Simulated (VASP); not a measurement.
A run of VASP 6.6.1:

File INCAR:

```
ALGO     = Normal         # electronic algorithm
EDIFF    = 1E-7           # SCF threshold, eV
ENCUT    = 520            # plane-wave cutoff, eV
GGA      = PE             # functional
ISIF     = 2              # what is computed and relaxed
ISMEAR   = -1             # smearing method
LASPH    = True           # aspherical terms in the spheres
LCHARG   = False          # write CHGCAR
LREAL    = False          # projectors in reciprocal space
LWAVE    = False          # write WAVECAR
NBANDS   = 14             # bands
NELM     = 100            # most SCF steps
PREC     = Accurate       # precision mode
SIGMA    = 0.05           # smearing width, eV
```

Contents of KPOINTS:

```
k-points
0
Gamma
  13 13 13
```

The input POSCAR:

```
HfN
1.0
    2.8257793672      0.0000000000      0.0000000000
    0.0000000000      2.8257793672      0.0000000000
    0.0000000000      0.0000000000      2.8257793672
Hf N
1 1
Direct
    0.0000000000      0.0000000000      0.0000000000
    0.5000000000      0.5000000000      0.5000000000
```

Potentials or basis: VASP PAW PBE potentials, release 64 (Hf_pv, N).

The run is started by

```bash
$ cat potpaw_PBE.64/Hf_pv/POTCAR potpaw_PBE.64/N/POTCAR > POTCAR
$ mpirun -np 1 vasp_std > vasp.out
```

Hardware: 1 thread of Intel Xeon 8259CL, with other jobs on the host.

How long does it take, and how much memory?

Wall time 23 s on 1 thread of Intel Xeon 8259CL (shared host), peak memory 0.16 GiB. Counts: scf iterations 14, k points 84.
